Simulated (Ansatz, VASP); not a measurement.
**Two plane-wave programs on HfZr3Te8**

```
Zr Hf Te
1.0
    -6.88903    0.00000    0.00000
     0.00184    0.00000   -7.07776
     0.00000   -7.94350    0.00000
Zr Hf Te
3 1 8
Direct
  0.00000 0.00000 0.74958
  0.00000 0.00000 0.25041
  0.50000 0.00000 0.50000
  0.50000 0.00000 0.00000
  0.83319 0.74567 0.50000
  0.33403 0.74703 0.75151
  0.83078 0.74724 0.00000
  0.33403 0.74703 0.24849
  0.66597 0.25297 0.75151
  0.16922 0.25276 0.00000
  0.66597 0.25297 0.24849
  0.16681 0.25433 0.50000
```

Alike in both runs: task single point; functional PBE; k mesh 4 × 4 × 4; occupations gaussian, width 0.2 eV; no spin polarisation.

|  | VASP | Ansatz |
| --- | --- | --- |
| version | VASP 6.6.1 | Ansatz 0.2.0 |
| potentials or method | VASP PAW PBE potentials, release 64 (Zr_sv, Hf_pv, Te), cutoff 520 eV | scalar-relativistic, plane waves, PAW |
| valence electrons in the cell | 94 | 190 |

|  | VASP | Ansatz | Ansatz less VASP |
| --- | --- | --- | --- |
| gap on the k mesh at the Fermi level (eV) | none | none | - |
| pressure (GPa) | -0.1 | 0.0 | +0.03 |
| traceless stress, the component that is largest in VASP (GPa) | -0.16 | -0.15 | +0.007 |
| rms of the force components (eV/Å) | 0.009 | 0.002 | -0.0064 |

Atom by atom the forces differ by 0.007 eV/Å (rms over components). A gap of «none» marks a metal or a gap that the smearing closes. VASP's potentials hold 94 valence electrons a cell and Ansatz's 190, so a difference there can come from the potentials and not from the codes.

Neither program's run includes spin-orbit coupling.
